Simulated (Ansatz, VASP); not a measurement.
Two plane-wave programs on BN

Contents of INCAR:

```
SYSTEM = BN
PREC = Accurate
ENCUT = 600
EDIFF = 1E-6
ISMEAR = 0
SIGMA = 0.05
LREAL = .FALSE.
LASPH = .TRUE.
NELM = 120
ALGO = Normal
ISIF = 2
LWAVE = .FALSE.
LCHARG = .FALSE.
GGA = PS
IVDW = 12
NBANDS = 11
GGA_COMPAT = .FALSE.
```

File KPOINTS:

```
Automatic mesh
0
G
  12 12 12
  0 0 0
```

POSCAR

```
BN
1.0
    0.0000000000      1.8083057799      1.8083057799
    1.8083057799      0.0000000000      1.8083057799
    1.8083057799      1.8083057799      0.0000000000
B N
1 1
Direct
    0.0000000000      0.0000000000      0.0000000000
    0.7500000000      0.7500000000      0.7500000000
```

Input for Ansatz:

```yaml
crystal:
  lattice:
    - [0.0, 1.8083057799, 1.8083057799]
    - [1.8083057799, 0.0, 1.8083057799]
    - [1.8083057799, 1.8083057799, 0.0]
  atoms:
    - { symbol: B, position: [0.0, 0.0, 0.0] }
    - { symbol: "N", position: [0.75, 0.75, 0.75] }
basis:
  ecutwfc: 420
  ecutrho_ratio: 4
kpoints:
  mp_grid: { grid: [12, 12, 12] }
hamiltonian:
  xc: pbesol
  dispersion: d3bj
scf:
  occupations: { method: gaussian, width: 0.05 }
output:
  forces: true
  stress: true
  eigenvalues: true
```

Alike in both runs: task single point; functional PBEsol; dispersion D3(BJ); k mesh 12 × 12 × 12; occupations gaussian, width 0.05 eV; no spin polarisation.

|  | VASP | Ansatz |
| --- | --- | --- |
| version | VASP 6.6.1 | Ansatz 0.2.0 |
| potentials or method | VASP PAW PBE potentials, release 64 (B, N), cutoff 600 eV | scalar-relativistic, plane waves, PAW |
| valence electrons in the cell | 8 | 8 |

```csv
,VASP,Ansatz,Ansatz less VASP
gap on the k mesh at the Fermi level (eV),4.28,4.29,+0.013
least direct gap on the mesh (eV),8.76,8.76,+0.009
pressure (GPa),-7.1,-7.4,-0.30
```

VASP's potentials were made for PBE, not for PBEsol.
